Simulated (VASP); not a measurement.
# MgSi11O23 (a cell with a defect) in VASP: further runs

The runs below take MgSi11O23 (a cell with a defect) through single point, with PBE, LDA.

All numbers are computed with VASP 6.6.1; they aren't measurements. Logs are shortened: lines on timing, memory, paths and dates and some standing lists are left out, and cuts for length are marked.

**1. The cell of the first run**

The cell holds a defect, 35 atoms: a = 7.454 Å, b = 7.454 Å, c = 10.042 Å, α = 70.32°, β = 70.32°, γ = 71.37°.

**2. Single point, PBE, collinear spin**

The input, INCAR:

```
SYSTEM = MgSi11O23
PREC     = Accurate       ! precision mode
ENCUT    = 520            ! plane-wave cutoff, eV
EDIFF    = 1E-6           ! SCF threshold, eV
ISMEAR   = 0              ! smearing method
SIGMA    = 0.01           ! smearing width, eV
LREAL    = Auto         
LASPH    = .TRUE.         ! aspherical terms in the spheres
NELM     = 200            ! most SCF steps
ALGO     = Normal         ! electronic algorithm
ISIF     = 2              ! what is computed and relaxed
LWAVE    = .FALSE.        ! write WAVECAR
LCHARG   = .FALSE.        ! write CHGCAR
ISPIN    = 2              ! spin polarisation
MAGMOM   = 0 0 0 0 0 0 0 0 0 0 0 0.09 0 0.01 0 0 0.23 0.21 0 0 0.02 0 0 0 0.02 0 0.02 0 0 0 0.18 0 0 0.01 0 ! initial moments
LORBIT   = 11             ! projections on sites
NUPDOWN  = 1.0            ! fixed moment
GGA      = PE             ! functional
NELECT   = 183.0        
NBANDS   = 119            ! bands
GGA_COMPAT= .FALSE.
```

The input, KPOINTS:

```
Automatic mesh
0
Gamma
  1 1 1
  0.25 0.25 0.25
```

The input, POSCAR:

```
MgSi11O23
1.0
   -2.5104095100      4.3481568300      5.5092742100
    5.0208190300      0.0000000000      5.5092742100
    5.0208190300      8.6963136500      0.0000000000
Si O Mg
11 23 1
Direct
    0.3998944810      0.9078398897      0.0605608602
    0.9169900608      0.4274095582      0.2646295081
    0.0012278315     -0.0020356763      0.2638888701
    0.5004864275      0.5124137765      0.0070478570
    0.0806505798      0.5719081517      0.4491445443
    0.5950725494      0.0786071621      0.2091192698
    0.3958967051      0.9508468458      0.5432835315
    0.9055273114      0.4532462632      0.7687772371
   -0.0023822549      0.0147631730      0.7681895254
    0.1134394512      0.5833536074      0.9309815532
    0.6404481837     -0.1190780411      0.7580608468
    0.0560217316      0.4957518158      0.3241907499
    0.5444206075      0.9582911946      0.1239799998
    0.0758996906      0.8055944401      0.3865464967
    0.5929336092      0.3039798790      0.1032721457
    0.1758059234      0.0213012286      0.1124663059
    0.6955354344      0.5336176802      0.3273327062
    0.2756500575      0.4379341960      0.4966800022
    0.8153624610      0.9764176522      0.2261787966
    0.4235360582      0.6702368132      0.1027509166
    0.9474964500      0.1900894774      0.3241054068
    0.4420031603      0.0719427366      0.3703321062
    0.9767509757      0.4928185473      0.0866459475
    0.0707376883      0.5043741774      0.8121162747
    0.5728490890      0.9516443085      0.6094186127
    0.0661072148      0.8231372266      0.8953201236
    0.1789439834      0.0601379288      0.6272945134
    0.6828522628      0.6068464470      0.8494334936
    0.3451324174      0.4989539224      0.9326041818
    0.8371339939      0.9516395454      0.7236418194
    0.4027131575      0.7224880623      0.5825764390
    0.8984299920      0.2221514473      0.8218528143
    0.4663695659     -0.0297871034      0.8813153331
    0.8971479400      0.5479869525      0.5997381726
    0.4895286710      0.5170719974      0.4941857528
```

Potentials or basis: VASP PAW PBE potentials, release 64 (Si, O, Mg).

Started as:

```bash
> cat potpaw_PBE.64/Si/POTCAR potpaw_PBE.64/O/POTCAR potpaw_PBE.64/Mg/POTCAR > POTCAR
> mpirun -np 1 vasp_std > vasp.out
```

OUTCAR:

```text
SYSTEM = MgSi11O23
   PREC = Accurate
   ENCUT = 520
   EDIFF = 1E-6
   ISMEAR = 0
   LREAL = Auto
   LASPH = .TRUE.
   NELM = 200
   ISIF = 2
   ISPIN = 2
   LORBIT = 11
   NUPDOWN = 1.0
   GGA = PE
   NELECT = 183.0

 ion  position               nearest neighbor table
   1  0.400  0.908  0.061-  16 1.61  13 1.61  33 1.64  20 1.64   4 2.99  11 3.00   3 3.00   6 3.14

   2  0.917  0.427  0.265-  17 1.60  23 1.63  12 1.63  21 1.63   3 3.06   5 3.13  10 3.14  35 3.26

   3  0.001  0.998  0.264-  19 1.62  21 1.62  14 1.63  16 1.63   1 3.00   2 3.06   5 3.08   6 3.09
[... 13 lines left out ...]
  13  0.544  0.958  0.124-   1 1.61   6 1.62
  14  0.076  0.806  0.387-   3 1.63   5 1.63
  15  0.593  0.304  0.103-   4 1.60   6 1.66
  16  0.176  0.021  0.112-   1 1.61   3 1.63
  17  0.696  0.534  0.327-   2 1.60  35 1.85
[... 8 lines left out ...]
  26  0.066  0.823  0.895-   9 1.64  10 1.64
  27  0.179  0.060  0.627-   9 1.62   7 1.64
  28  0.683  0.607  0.849-   8 1.80   4 1.81  11 1.91
  29  0.345  0.499  0.933-   4 1.62  10 1.64
  30  0.837  0.952  0.724-  11 1.61   9 1.65
  31  0.403  0.722  0.583-   7 1.60  35 1.86
  32  0.898  0.222  0.822-   8 1.64   9 1.67
  33  0.466  0.970  0.881-  11 1.61   1 1.64
  34  0.897  0.548  0.600-   8 1.62   5 1.66
  35  0.490  0.517  0.494-  17 1.85  31 1.86  18 1.86   5 3.11   7 3.25   2 3.26

  LATTYP: Found a base centered monoclinic cell.
 ALAT       =    12.1085520629
 B/A-ratio  =     0.7181959996
 C/A-ratio  =     0.8293013073
 COS(beta)  =    -0.4146506542

  Lattice vectors:

 A1 = (   2.5104095100,  -4.3481568300,  -5.5092742100)
 A2 = (  -5.0208190300,   0.0000000000,  -5.5092742100)
 A3 = (   5.0208190300,   8.6963136500,   0.0000000000)

Analysis of symmetry for initial positions (statically):
=====================================================================
 Subroutine PRICEL returns:
 Original cell was already a primitive cell.

 Routine SETGRP: Setting up the symmetry group for a
 base centered monoclinic supercell.

 Subroutine GETGRP returns: Found  1 space group operations
 (whereof  1 operations were pure point group operations)
 out of a pool of  4 trial point group operations.

The static configuration has the point symmetry C_1 .

Analysis of symmetry for dynamics (positions and initial velocities):
=====================================================================
 Subroutine PRICEL returns:
 Original cell was already a primitive cell.

 Routine SETGRP: Setting up the symmetry group for a
 base centered monoclinic supercell.

 Subroutine GETGRP returns: Found  1 space group operations
 (whereof  1 operations were pure point group operations)
[... 202 lines left out ...]
  ---------------------------------------------------
  free energy    TOTEN  =      -269.82380105 eV

  energy without entropy =     -269.82380105  energy(sigma->0) =     -269.82380105

 E-fermi :   0.9124     XC(G=0):  -8.7076

 val. band max:        0.8558307474   @ k =   0.2500   0.2500   0.2500
 cond. band min:       1.0950481715   @ k =   0.2500   0.2500   0.2500
 fundamental gap:      0.2392174241
 Fermi energy:         0.6900601035

 spin component 1

 k-point     1 :       0.2500    0.2500    0.2500
  band No.  band energies     occupation
      1     -19.2809      1.00000
      2     -18.5239      1.00000
      3     -18.4644      1.00000
      4     -18.2804      1.00000
      5     -18.1800      1.00000
      6     -18.0482      1.00000
[... 95 lines left out ...]
    102       9.1137      0.00000
    103       9.3372      0.00000
 Fermi energy:         0.9124375266

 spin component 2

 k-point     1 :       0.2500    0.2500    0.2500
  band No.  band energies     occupation
      1     -19.2785      1.00000
      2     -18.5187      1.00000
      3     -18.4590      1.00000
      4     -18.2635      1.00000
      5     -18.1576      1.00000
      6     -18.0230      1.00000
[... 95 lines left out ...]
    102       9.1272      0.00000
    103       9.3491      0.00000
 [bands above 103 left out]

------------------------ aborting loop because EDIFF is reached ----------------------------------------

  FORCE on cell =-STRESS in cart. coord.  units (eV):
  Direction    XX          YY          ZZ          XY          YZ          ZX
  --------------------------------------------------------------------------------------
  -------------------------------------------------------------------------------------
  Total       -5.6789113     -7.6495143     -8.5229526      1.7552570      4.5925754     -5.3185415
  in kB      -18.9121768    -25.4747714    -28.3835367      5.8454391     15.2944101    -17.7120564
  external PRESSURE =     -24.2568283 kB  Pullay stress =       0.0000000 kB

 VOLUME and BASIS-vectors are now :
 -----------------------------------------------------------------------------
  energy-cutoff  :      520.00
  volume of cell :      481.10
      direct lattice vectors                 reciprocal lattice vectors
    -2.510409510  4.348156830  5.509274210    -0.099585346  0.057495626  0.090756056
     5.020819030  0.000000000  5.509274210     0.099585346 -0.057495626  0.090756056
     5.020819030  8.696313650  0.000000000     0.049792673  0.086243439 -0.045378028

 POSITION                                       TOTAL-FORCE (eV/Angst)
 -----------------------------------------------------------------------------------
      3.85827      2.26546      7.20467         0.012121      0.005283      0.019208
      1.17258      6.28852      7.40667        -0.049010     -0.007837      0.032270
      6.33245      2.30020      5.50482         0.002920      0.010151     -0.014976
      1.35170      2.23748      5.58034        -0.030857      0.015060     -0.002428
      4.92405      4.25658      3.59512         0.020008     -0.055360      0.006109
     -0.04925      4.40604      3.71149        -0.004422     -0.016317      0.016303
[... 27 lines left out ...]
      3.51031      9.11645      7.96164        -0.013161     -0.024972      0.012806
      3.84842      6.42614      5.54564         0.017175     -0.019325     -0.000756
 -----------------------------------------------------------------------------------
    total drift:                                0.018438      0.007125     -0.003107

  FREE ENERGIE OF THE ION-ELECTRON SYSTEM (eV)
  ---------------------------------------------------
  free  energy   TOTEN  =      -269.8238010488 eV

  energy  without entropy=     -269.8238010488  energy(sigma->0) =     -269.82380105

 total charge

# of ion       s       p       d       tot
------------------------------------------
    1        0.644   0.989   0.000   1.632
    2        0.648   1.001   0.000   1.649
    3        0.641   0.983   0.000   1.623
    4        0.636   0.944   0.000   1.580
    5        0.649   0.987   0.000   1.636
    6        0.628   0.959   0.000   1.587
[... 27 lines left out ...]
   34        1.555   3.651   0.000   5.206
   35        0.162   0.188   0.085   0.435
--------------------------------------------------
tot         42.840  94.715   0.085 137.640

 magnetization (x)

# of ion       s       p       d       tot
------------------------------------------
    1       -0.000   0.000   0.000   0.000
    2       -0.002  -0.005   0.000  -0.006
    3       -0.000  -0.000   0.000  -0.000
    4       -0.000  -0.000   0.000  -0.000
    5       -0.002  -0.002   0.000  -0.004
    6       -0.000  -0.000   0.000  -0.000
[... 27 lines left out ...]
   34        0.000   0.012   0.000   0.012
   35       -0.001  -0.002  -0.000  -0.004
--------------------------------------------------
tot          0.006   0.801  -0.000   0.807
```

stdout:

```text
POSCAR found type information on POSCAR SiO Mg
 POSCAR found :  3 types and      35 ions
 scaLAPACK will be used
 LDA part: xc-table for (Slater+PW92), standard interpolation
 POSCAR, INCAR and KPOINTS ok, starting setup
 FFT: planning ... GRIDC
 FFT: planning ... GRID_SOFT
 FFT: planning ... GRID
 WAVECAR not read
 entering main loop
 the old and the new charge density differ
 old charge density:   184.00000 new  183.00000
    0.468E+01
```

Wall time 9.5 min (1 thread of Oxide Virtual Turin-like, shared host); peak memory 0.72 GiB.

Results:

```yaml
Free_energy: -269.8238 eV
Largest_force: 0.092 eV/Å
Net_moment: 1.00 μB per cell
Site_moments: Si +0.00, -0.01, -0.00 (each value once); O +0.09, +0.00, +0.01, +0.23, +0.21, +0.02, -0.00, +0.19 (each value once); Mg -0.00 μB
Valence_electrons_inside_the_program's_atomic_spheres: Si 1.63, 1.65, 1.62, 1.58, 1.64, 1.59, 1.61, 1.56, 1.57 (each value once); O 5.21, 5.24, 5.22, 5.23, 5.10, 5.12, 5.11, 5.19 (each value once); Mg 0.43
```

Forces in eV/Å, atoms in the order of the input:
```
Si   0.012  0.005  0.019
Si  -0.049 -0.008  0.032
Si   0.003  0.010 -0.015
Si  -0.031  0.015 -0.002
Si   0.020 -0.055  0.006
Si  -0.004 -0.016  0.016
Si   0.056 -0.030  0.067
Si   0.018  0.022 -0.015
Si   0.038 -0.010  0.007
Si  -0.029 -0.010 -0.005
Si  -0.028 -0.009  0.021
O    0.002  0.014 -0.009
O    0.010 -0.003 -0.011
O   -0.013 -0.007 -0.015
O   -0.017  0.008 -0.023
O    0.011  0.000 -0.003
O    0.068  0.004 -0.052
O   -0.039  0.064  0.023
O    0.006  0.011  0.004
O    0.018 -0.008  0.016
O    0.004 -0.013  0.015
O   -0.004  0.003 -0.004
O    0.013  0.025  0.000
O    0.018  0.011  0.005
O   -0.007 -0.041 -0.021
O   -0.005 -0.008 -0.006
O   -0.015  0.002  0.019
O    0.000  0.002  0.002
O    0.007 -0.003 -0.001
O   -0.004  0.031  0.003
O   -0.063  0.020 -0.059
O   -0.014  0.000 -0.012
O    0.017  0.018 -0.014
O   -0.013 -0.025  0.013
Mg   0.017 -0.019 -0.001
```

Caveat: the k points lie up to 0.92 Å⁻¹ apart, too coarse for converged energies, forces and pressures; the cell carries a net charge on a neutralising background, which shifts energy and pressure; the cell is charged against a uniform background, so pressure and absolute levels hang on convention; the total moment is fixed, so each spin has its own Fermi level and the state may be an excited one.

(Continued in part 2 of 2.)
